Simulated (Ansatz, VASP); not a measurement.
## InP in VASP and in Ansatz

File INCAR:

```
SYSTEM = InP
  PREC = Accurate
  ENCUT = 520
  EDIFF = 1E-6
  ISMEAR = -1
  SIGMA = 0.02
  LREAL = .FALSE.
  LASPH = .TRUE.
  NELM = 80
  ALGO = Normal
  ISIF = 2
  LWAVE = .FALSE.
  LCHARG = .FALSE.
  GGA = PE
  NBANDS = 16
```

File KPOINTS:

```
Automatic mesh
0
G
  8 8 8
  0 0 0
```

The input POSCAR:

```
InP
1.0
    3.4134140339      0.0000000000      0.0000000000
    0.0000000000      3.4134140339      0.0000000000
    0.0000000000      0.0000000000      3.4134140339
In P
1 1
Direct
    0.0000000000      0.0000000000      0.0000000000
    0.5000000000      0.5000000000      0.5000000000
```

Input for Ansatz:

```yaml
crystal:
  lattice:
    - [3.4134140339, 0.0, 0.0]
    - [0.0, 3.4134140339, 0.0]
    - [0.0, 0.0, 3.4134140339]
  atoms:
    - { symbol: In, position: [0.0, 0.0, 0.0] }
    - { symbol: P, position: [0.5, 0.5, 0.5] }
kpoints:
  mp_grid: { grid: [8, 8, 8] }
  band_path:
    path:
      - [[0.0, 0.0, 0.0], [-9.436182765446e-51, 0.5, -4.701866238331e-36], [0.5, 0.5, 1.457578533883e-34], [0.0, 0.0, 0.0], [0.5, 0.5, 0.5], [-9.436182765446e-51, 0.5, -4.701866238331e-36]]
      - [[0.5, 0.5, 0.5], [0.5, 0.5, 1.457578533883e-34]]
    npoints: 10
hamiltonian:
  xc: pbe
scf:
  occupations: { method: fermi_dirac, width: 0.02 }
  n_extra_bands: 4
output:
  forces: true
  stress: true
  eigenvalues: true
```

Alike in both runs: task single point; functional PBE; k mesh 8 × 8 × 8; occupations fermi-dirac, width 0.02 eV; no spin polarisation.

```csv
,VASP,Ansatz
version,VASP 6.6.1,Ansatz 0.2.0
potentials or method,"VASP PAW PBE potentials, release 64 (In_d, P)","plane waves, PAW"
plane-wave cutoff (eV),520,420
valence electrons in the cell,18,18
```

```csv
,VASP,Ansatz,Ansatz less VASP
pressure (GPa),2.1,2.1,+0.04
```

With one functional, cell and mesh, what is left measures potentials, basis and numerics.
